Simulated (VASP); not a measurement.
Wanted: the native input for a VASP 6.6.1 run.

* Task: single point
* Functional: PBE
* Potentials or basis: VASP PAW PBE potentials, release 64 (Zr_sv)
* Cutoff: 520 eV
* k mesh: 16 × 16 × 9
* Occupations: fermi-dirac, width 0.1 eV
* Spin: no spin polarisation
* Dipole correction: no
* Further INCAR settings: ALGO = Normal; EDIFF = 1e-07; NBANDS = 19

The structure of Zr lies in POSCAR:

```
Zr
1.0
    3.2318821451      0.0000000000      0.0000000000
   -1.6159410725      2.7988920397      0.0000000000
    0.0000000000      0.0000000000      5.1741041053
Zr
2
Direct
    0.3333333333      0.6666666667      0.2500000000
    0.6666666667      0.3333333333      0.7500000000
```

These files were run (other wordings do the same):

INCAR

```
PREC = Accurate
ENCUT = 520
EDIFF = 1E-7
ISMEAR = -1
SIGMA = 0.1
LREAL = False
LASPH = True
NELM = 80
ALGO = Normal
ISIF = 2
LWAVE = False
LCHARG = False
GGA = PE
NBANDS = 19
```

KPOINTS

```
regular mesh
0
Gamma
  16 16 9
```

Potentials or basis: VASP PAW PBE potentials, release 64 (Zr_sv).

Run with:

```bash
$ cat potpaw_PBE.64/Zr_sv/POTCAR > POTCAR
$ mpirun -np 1 vasp_std > vasp.out
```

Results of the run:

```json
{
  "Pressure": "0.0 GPa",
  "Band gap on the k mesh": "zero (band 12 reaches 9.83 eV, above the bottom of band 13 at 8.74 eV)"
}
```

It took 58 s on 1 thread of Intel(R) Xeon(R) Platinum 8488C (Sapphire Rapids), on a shared host, peak memory 0.23 GiB.
